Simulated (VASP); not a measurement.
# Co (Pm-3m) in VASP: further runs

Co is run at these levels: BLYP; tasks: single point.

Everything below comes from runs of VASP 6.6.1. Logs are shortened: lines on timing, memory, paths and dates and some standing lists are left out, and cuts for length are marked.

**1. The cell of the first run**

It takes space group Pm-3m (No. 221, cubic). Conventional cell: a = 2.317 Å, b = 2.317 Å, c = 2.317 Å, α = 90.00°, β = 90.00°, γ = 90.00°. Co (site symmetry m-3m) has 6 Co at 2.32 Å within 3.1 Å.

This isn't the form of Co at room conditions, which is hcp.

**2. Single point, BLYP, collinear spin, antiferromagnetic start**

INCAR

```
SYSTEM = Co
AGGAC = 1.0
AGGAX = 1.0
ALDAC = 0.0
ALDAX = 1.0
ALGO = Normal
EDIFF = 1E-7
ENCUT = 520
GGA = B5
ISIF = 2
ISMEAR = -1
ISPIN = 2
LASPH = .True.
LCHARG = .True.
LELF = .True.
LMAXMIX = 4
LORBIT = 11
LREAL = .False.
LVHAR = .True.
LWAVE = .False.
MAGMOM = 1.7 -1.7
NBANDS = 20
NELM = 150
PREC = Accurate
SIGMA = 0.05
```

KPOINTS

```
k-points
0
Gamma
  12 12 12
  0 0 0
```

POSCAR

```
Co
1.0
    0.0000000000      2.3171635531      2.3171635531
    2.3171635531      0.0000000000      2.3171635531
    2.3171635531      2.3171635531      0.0000000000
Co
2
Direct
    0.0000000000      0.0000000000      0.0000000000
    0.5000000000      0.5000000000      0.5000000000
```

Potentials or basis: VASP PAW PBE potentials, release 64 (Co).

Launch:

```sh
$ cat potpaw_PBE.64/Co/POTCAR > POTCAR
$ mpirun -np 1 vasp_std > vasp.out
```

OUTCAR:

```text
SYSTEM = Co
   EDIFF = 1E-7
   ENCUT = 520
   GGA = B5
   ISIF = 2
   ISMEAR = -1
   ISPIN = 2
   LASPH = .True.
   LORBIT = 11
   LREAL = .False.
   NELM = 150
   PREC = Accurate

 ion  position               nearest neighbor table
   1  0.000  0.000  0.000-   2 2.32   2 2.32   2 2.32   2 2.32   2 2.32   2 2.32
   2  0.500  0.500  0.500-   1 2.32   1 2.32   1 2.32   1 2.32   1 2.32   1 2.32

  LATTYP: Found a face centered cubic cell.
 ALAT       =     4.6343271062

  Lattice vectors:

 A1 = (   0.0000000000,   2.3171635531,   2.3171635531)
 A2 = (   2.3171635531,   0.0000000000,   2.3171635531)
 A3 = (   2.3171635531,   2.3171635531,   0.0000000000)

Analysis of symmetry for initial positions (statically):
=====================================================================
 Subroutine PRICEL returns following result:

  LATTYP: Found a simple cubic cell.
 ALAT       =     2.3171635531

  Lattice vectors:

 A1 = (  -2.3171635531,   0.0000000000,   0.0000000000)
 A2 = (   0.0000000000,   0.0000000000,   2.3171635531)
 A3 = (   0.0000000000,   2.3171635531,   0.0000000000)

   2 primitive cells build up your supercell.

 Routine SETGRP: Setting up the symmetry group for a
 face centered cubic supercell.

 Subroutine GETGRP returns: Found 48 space group operations
 (whereof 48 operations were pure point group operations)
 out of a pool of 48 trial point group operations.

The static configuration has the point symmetry O_h .

Analysis of symmetry for dynamics (positions and initial velocities):
=====================================================================
 Subroutine PRICEL returns following result:

  LATTYP: Found a simple cubic cell.
 ALAT       =     2.3171635531

  Lattice vectors:

 A1 = (  -2.3171635531,   0.0000000000,   0.0000000000)
 A2 = (   0.0000000000,   0.0000000000,   2.3171635531)
 A3 = (   0.0000000000,   2.3171635531,   0.0000000000)

   2 primitive cells build up your supercell.

 Routine SETGRP: Setting up the symmetry group for a
 face centered cubic supercell.

 Subroutine GETGRP returns: Found 48 space group operations
 (whereof 48 operations were pure point group operations)
 out of a pool of 48 trial point group operations.

The dynamic configuration has the point symmetry O_h .

Analysis of structural, dynamic, and magnetic symmetry:
=====================================================================
 Subroutine PRICEL returns following result:

  LATTYP: Found a simple cubic cell.
 ALAT       =     2.3171635531

  Lattice vectors:

 A1 = (  -2.3171635531,   0.0000000000,   0.0000000000)
 A2 = (   0.0000000000,   0.0000000000,   2.3171635531)
 A3 = (   0.0000000000,   2.3171635531,   0.0000000000)

   2 primitive cells build up your supercell.

 Routine SETGRP: Setting up the symmetry group for a
 face centered cubic supercell.

 Subroutine GETGRP returns: Found 48 space group operations
 (whereof 48 operations were pure point group operations)
 out of a pool of 48 trial point group operations.

The overall configuration has the point symmetry O_h .

 Subroutine INISYM returns: Found 48 space group operations
 (whereof 48 operations are pure point group operations),
 and found     2 'primitive' translations

----------------------------------------------------------------------------------------

                                     Primitive cell

  volume of cell :      12.4414

  direct lattice vectors                    reciprocal lattice vectors
    -2.317163553  0.000000000  0.000000000    -0.431562113  0.000000000  0.000000000
     0.000000000  0.000000000  2.317163553     0.000000000  0.000000000  0.431562113
     0.000000000  2.317163553  0.000000000     0.000000000  0.431562113  0.000000000

  length of vectors
     2.317163553  2.317163553  2.317163553     0.431562113  0.431562113  0.431562113

  position of ions in fractional coordinates (direct lattice)
     0.000000000  0.000000000  0.000000000

  ion indices of the primitive-cell ions
   primitive index   ion index
                 1           1

----------------------------------------------------------------------------------------

 KPOINTS: k-points

Automatic generation of k-mesh.
 Grid dimensions read from file:
 generate k-points for:   12   12   12

 Generating k-lattice:

  Cartesian coordinates                     Fractional coordinates (reciprocal lattice)
    -0.017981755  0.017981755  0.017981755     0.083333333  0.000000000  0.000000000
     0.017981755 -0.017981755  0.017981755     0.000000000  0.083333333  0.000000000
     0.017981755  0.017981755 -0.017981755     0.000000000  0.000000000  0.083333333

  Length of vectors
     0.031145313  0.031145313  0.031145313

  Shift w.r.t. Gamma in fractional coordinates (k-lattice)
     0.000000000  0.000000000  0.000000000

 Subroutine IBZKPT returns following result:
 ===========================================

 Found     72 irreducible k-points:

 Following reciprocal coordinates:
            Coordinates               Weight
  0.000000  0.000000  0.000000      1.000000
  0.083333  0.000000  0.000000      8.000000
  0.166667  0.000000  0.000000      8.000000
  0.250000  0.000000  0.000000      8.000000
  0.333333  0.000000  0.000000      8.000000
  0.416667  0.000000  0.000000      8.000000
[... 16 lines left out ...]
  0.500000  0.166667  0.000000     24.000000
 -0.416667  0.166667  0.000000     24.000000
 [... further k-points ...]
   k-points           NKPTS =     72   k-points in BZ     NKDIM =     72   number of bands    NBANDS=     20
   number of dos      NEDOS =    301   number of ions     NIONS =      2
   total plane-waves  NPLWV =  13824
   dimension x,y,z NGX =    24 NGY =   24 NGZ =   24
   dimension x,y,z NGXF=    48 NGYF=   48 NGZF=   48
   ions per type =               2
   NGX,Y,Z   is equivalent  to a cutoff of  12.18, 12.18, 12.18 a.u.
   NGXF,Y,Z  is equivalent  to a cutoff of  24.35, 24.35, 24.35 a.u.
 SYSTEM =  Co
   PREC   = accura    normal or accurate (medium, high low for compatibility)
   ISTART =      0    job   : 0-new  1-cont  2-samecut
   ICHARG =      2    charge: 1-file 2-atom 10-const
   ISPIN  =      2    spin polarized calculation?
   LNONCOLLINEAR =      F non collinear calculations
   LSORBIT =      F    spin-orbit coupling
   LASPH  =      T    aspherical Exc in radial PAW
   ENCUT  =  520.0 eV  38.22 Ry    6.18 a.u.   6.09  6.09  6.09*2*pi/ulx,y,z
   NELM   =    150;   NELMIN=  2; NELMDL= -5     # of ELM steps
   EDIFF  = 0.1E-06   stopping-criterion for ELM
   LREAL  =      F    real-space projection
   EDIFFG = 0.1E-05   stopping-criterion for IOM
   NSW    =      0    number of steps for IOM
   IBRION =     -1    ionic relax: 0-MD 1-quasi-New 2-CG
   NFREE  =      0    steps in history (QN), initial steepest desc. (CG)
   ISIF   =      2    stress and relaxation
   ISYM   =      2    0-nonsym 1-usesym 2-fastsym
   POTIM  = 0.5000    time-step for ionic-motion
   TEBEG  =    0.0;   TEEND  =   0.0 temperature during run
   PSTRESS=    0.0 pullay stress
   NELECT =      18.0000    total number of electrons
   NUPDOWN=      -1.0000    fix difference up-down
   EMIN   =  10.00;   EMAX   =-10.00  energy-range for DOS
   EFERMI =   0.00;   METHOD = LEGACY
   ISMEAR =    -1;   SIGMA  =   0.05  broadening in eV -4-tet -1-fermi 0-gaus
   EFERMI_NEDOS =   21; number of points for ismear=-14 and -15
   IALGO  =     38    algorithm
   IMIX   =      4    mixing-type and parameters
     AMIX     =   0.40;   BMIX     =  1.00
     AMIX_MAG =   1.60;   BMIX_MAG =  1.00
  volume/ion in A,a.u.               =      12.44        83.96
  Fermi-wavevector in a.u.,A,eV,Ry     =   1.469599  2.777140 29.384809  2.159723
  Thomas-Fermi vector in A             =   2.584957
   LORBIT       =     11    0 simple, 1 ext, 2 COOP (PROOUT), +10 PAW based schemes
   GGA     = B5    functional components
   LHFCALC =     F    Hartree Fock is set to
   AEXX    =    0.0000 exact exchange contribution
   IVDW    =     0    specifies the selected vdW correction
   LEPSILON=     F    determine dielectric tensor
   LRPA    =     F    only Hartree local field effects (RPA)
 spin polarized calculation
  energy-cutoff  :      520.00
  volume of cell :       24.88
 maximum number of plane-waves:       692
   NGX = 13   NGY = 13   NGZ = 13

 number of electron      17.9999981 magnetization       0.0000000

 number of electron      17.9999981 magnetization      -0.0000000

 Free energy of the ion-electron system (eV)
  ---------------------------------------------------
  ext. energy  EPLUGINS =         0.00000000
  ---------------------------------------------------
  free energy    TOTEN  =       -10.42504561 eV

  energy without entropy =      -10.37507005  energy(sigma->0) =      -10.40005783

 E-fermi :   8.8108     XC(G=0): -11.9063

 val. band max:        8.8092131558   @ k =   0.4167   0.0000   0.0000
 cond. band min:       8.8326921593   @ k =  -0.3333   0.2500   0.0000
 fundamental gap:      0.0234790035
 Fermi energy:         8.8108415791

 spin component 1

 k-point     1 :       0.0000    0.0000    0.0000
  band No.  band energies     occupation
      1       1.0579      1.00000
      2       5.4448      1.00000
      3       5.4448      1.00000
      4       5.8041      1.00000
      5       5.8041      1.00000
      6       5.8041      1.00000
[... 12 lines left out ...]
     19      28.6160      0.00000
     20      28.6160      0.00000

 k-point     2 :       0.0833    0.0000    0.0000
  band No.  band energies     occupation
      1       1.2160      1.00000
      2       5.4974      1.00000
      3       5.4974      1.00000
      4       5.7956      1.00000
      5       5.8697      1.00000
      6       5.8697      1.00000
[... 12 lines left out ...]
     19      27.8993      0.00000
     20      27.8993      0.00000
[... 465 lines left out ...]
      3       6.5238      1.00000
      4       6.7181      1.00000
      5       6.9241      1.00000
      6       7.6207      1.00000
[... 12 lines left out ...]
     19      30.1833      0.00000
     20      34.6241      0.00000

 k-point    24 :      -0.4167    0.1667    0.0000
  band No.  band energies     occupation
      1       5.1278      1.00000
      2       5.5730      1.00000
      3       6.4276      1.00000
      4       6.9208      1.00000
      5       7.1070      1.00000
      6       7.5099      1.00000
[... 12 lines left out ...]
     19      32.0228      0.00000
     20      32.2449      0.00000

 [... further k-points ...]

 spin component 2

 k-point     1 :       0.0000    0.0000    0.0000
  band No.  band energies     occupation
      1       1.0579      1.00000
      2       5.4448      1.00000
      3       5.4448      1.00000
      4       5.8041      1.00000
      5       5.8041      1.00000
      6       5.8041      1.00000
[... 12 lines left out ...]
     19      28.6160      0.00000
     20      28.6160      0.00000

 k-point     2 :       0.0833    0.0000    0.0000
  band No.  band energies     occupation
      1       1.2160      1.00000
      2       5.4974      1.00000
      3       5.4974      1.00000
      4       5.7956      1.00000
      5       5.8697      1.00000
      6       5.8697      1.00000
[... 12 lines left out ...]
     19      27.8993      0.00000
     20      27.8993      0.00000
[... 465 lines left out ...]
      3       6.5238      1.00000
      4       6.7181      1.00000
      5       6.9241      1.00000
      6       7.6207      1.00000
[... 12 lines left out ...]
     19      30.1833      0.00000
     20      34.6241      0.00000

 k-point    24 :      -0.4167    0.1667    0.0000
  band No.  band energies     occupation
      1       5.1278      1.00000
      2       5.5730      1.00000
      3       6.4276      1.00000
      4       6.9208      1.00000
      5       7.1070      1.00000
      6       7.5099      1.00000
[... 12 lines left out ...]
     19      32.0228      0.00000
     20      32.2449      0.00000

 [... further k-points ...]

------------------------ aborting loop because EDIFF is reached ----------------------------------------

  FORCE on cell =-STRESS in cart. coord.  units (eV):
  Direction    XX          YY          ZZ          XY          YZ          ZX
  --------------------------------------------------------------------------------------
  -------------------------------------------------------------------------------------
  Total       -0.0514066     -0.0514066     -0.0514066     -0.0000000      0.0000000     -0.0000000
  in kB       -3.3100108     -3.3100108     -3.3100108     -0.0000000      0.0000000     -0.0000000
  external PRESSURE =      -3.3100108 kB  Pullay stress =       0.0000000 kB

 VOLUME and BASIS-vectors are now :
 -----------------------------------------------------------------------------
  energy-cutoff  :      520.00
  volume of cell :       24.88
      direct lattice vectors                 reciprocal lattice vectors
     0.000000000  2.317163553  2.317163553    -0.215781057  0.215781057  0.215781057
     2.317163553  0.000000000  2.317163553     0.215781057 -0.215781057  0.215781057
     2.317163553  2.317163553  0.000000000     0.215781057  0.215781057 -0.215781057

 POSITION                                       TOTAL-FORCE (eV/Angst)
 -----------------------------------------------------------------------------------
      0.00000      0.00000      0.00000         0.000000      0.000000     -0.000000
      2.31716      2.31716      2.31716        -0.000000     -0.000000      0.000000
 -----------------------------------------------------------------------------------
    total drift:                                0.000000     -0.000000      0.000000

  FREE ENERGIE OF THE ION-ELECTRON SYSTEM (eV)
  ---------------------------------------------------
  free  energy   TOTEN  =       -10.4250456054 eV

  energy  without entropy=      -10.3750700475  energy(sigma->0) =      -10.40005783

 total charge

# of ion       s       p       d       tot
------------------------------------------
    1        0.488   0.381   7.390   8.259
    2        0.488   0.381   7.390   8.259
--------------------------------------------------
tot          0.977   0.761  14.779  16.517

 magnetization (x)

# of ion       s       p       d       tot
------------------------------------------
    1       -0.000  -0.000  -0.000  -0.000
    2        0.000   0.000   0.000   0.000
--------------------------------------------------
tot          0.000   0.000   0.000   0.000
```

Wall time 46 s (1 thread of AMD EPYC 9R45 (Zen 5), shared host); peak memory 0.15 GiB.

Results:

```yaml
Free_energy: -10.4250 eV
Pressure: -0.3 GPa
Band_gap_on_the_k_mesh: zero (filled and empty bands overlap)
Net_moment: 0.00 μB per cell
Valence_electrons_inside_the_program's_atomic_spheres: Co 8.26
```

Caveat: the moments typed at the start vanished in this run; the PAW data sets were made with another functional, which shifts forces and pressure a little.

(Continued in part 2 of 3.)

The gap in the log of VASP goes by the Fermi energy; the results here count the filled bands.